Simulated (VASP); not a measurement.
Here is a VASP 6.6.1 calculation.

Contents of INCAR:

```
PREC = Accurate
ENCUT = 500
EDIFF = 1E-6
ISMEAR = 1
SIGMA = 0.15
LREAL = F
LASPH = T
NELM = 120
ALGO = Normal
ISIF = 2
LWAVE = F
LCHARG = F
GGA = PS
NBANDS = 11
GGA_COMPAT = F
```

Contents of KPOINTS:

```
Automatic mesh
0
Gamma
  13 13 13
```

The input POSCAR:

```
Pt
1.0
    0.0000000000      1.9609000000      1.9609000000
    1.9609000000      0.0000000000      1.9609000000
    1.9609000000      1.9609000000      0.0000000000
Pt
1
Direct
    0.0000000000      0.0000000000      0.0000000000
```

Potentials or basis: VASP PAW PBE potentials, release 64 (Pt).

Launch:

```sh
$ cat potpaw_PBE.64/Pt/POTCAR > POTCAR
$ mpirun -np 1 vasp_std > vasp.out
```

Q: Estimate the band gap on the k mesh.

A: Zero (band 5 reaches 11.51 eV, above the bottom of band 6 at 9.35 eV).

Q: Estimate the pressure.

A: -1.4 GPa.

Caveat: the PAW data sets were made with another functional, which shifts forces and pressure a little; spin-orbit coupling is left out, which moves the levels of the heavy elements.
